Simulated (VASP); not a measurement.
Set up this calculation in VASP 6.6.1, as the native input.

```
Task                   : single point
Functional             : PBE
Dispersion             : D3(BJ)
Potentials or basis    : VASP PAW PBE potentials, release 64 (N, H, O, C, S)
Cutoff                 : 520 eV
k mesh                 : 1 × 1 × 1
Occupations            : fermi-dirac, width 0.05 eV
Spin                   : no spin polarisation
Dipole correction      : no
Further INCAR settings : LREAL = Auto; ALGO = Normal; EDIFF = 1e-07; NBANDS = 68
```

The structure of H3CSNO lies in POSCAR:

```
H3CSNO
1.0
    7.8729940000      0.0000000000      0.0000000000
    0.0000000000      7.8729940000      0.0000000000
    0.0000000000      0.0000000000      7.8729940000
N H O C S
4 12 4 4 4
Direct
    1.0455488725      0.7512516839      0.8877181921
    0.8040397338      0.5181256330      0.6582248126
    0.9799321580      0.5087645183      0.2709261559
    0.3336595963     -0.0170837168      0.7208820431
    1.0574376152      0.7090314053      0.7657950711
    1.1502358569      0.8255182209      0.8827899526
    1.0799068309      0.6481143006      0.9598000456
    0.7251624985      0.4249463419      0.6281600113
    0.9225334098      0.4690210611      0.6830819381
    0.7677257216      0.6032647808      0.7501720438
    0.9120291467      0.5577166704      0.3668617047
    1.0785985611      0.4418649373      0.3214279091
    1.0304720161      0.6129815417      0.2210340818
    0.3946910159     -0.0991236625      0.6452310265
    0.2205260159      0.0183665833      0.6742161876
    0.4165759557      0.0815064764      0.7328469957
    0.4867398603      0.6186083719      0.5240191978
    0.3268007063      0.8131214123      0.1999620475
    0.6913126061      1.0409762792      0.4205134667
    0.9974858358      0.2304460031      0.9127277374
    0.4508450025      0.4838819895      0.4707611869
    0.4572339316      0.7539952399      0.1476947652
    0.8273218549      0.9774426349      0.4282614721
    0.8560656848      0.2102884875      0.9568532632
    0.3953642032      0.3029343094      0.4157122437
    0.6254926652      0.6854063397      0.0618189217
    1.0194723888      0.9256834185      0.4322370879
    0.6637373279      0.1910200871      1.0093491752
```

The input as run:

INCAR

```
SYSTEM = H3CSNO
ALGO = Normal
EDIFF = 1E-7
ENCUT = 520
GGA = PE
ISIF = 2
ISMEAR = -1
IVDW = 12
LASPH = .True.
LCHARG = .False.
LREAL = Auto
LWAVE = .False.
NBANDS = 68
NELM = 60
PREC = Accurate
SIGMA = 0.05
```

KPOINTS

```
k-points
0
Gamma
  1 1 1
  0 0 0
```

Potentials or basis: VASP PAW PBE potentials, release 64 (N, H, O, C, S).

Command:

```bash
$ cat potpaw_PBE.64/N/POTCAR potpaw_PBE.64/H/POTCAR potpaw_PBE.64/O/POTCAR potpaw_PBE.64/C/POTCAR potpaw_PBE.64/S/POTCAR > POTCAR
$ mpirun -np 1 vasp_gam > vasp.out
```

Results of the run:

| Item | Value |
| --- | --- |
| Pressure | -0.1 GPa |
| Largest force | 2.077 eV/Å |
| Band gap on the k mesh | 3.42 eV |
| Dispersion energy per atom | -0.054 eV |

Caveat: the k points lie up to 0.80 Å⁻¹ apart.

It used 170 s of CPU time on 1 thread of AMD EPYC 7R13 Processor (Zen 3), on a shared host.
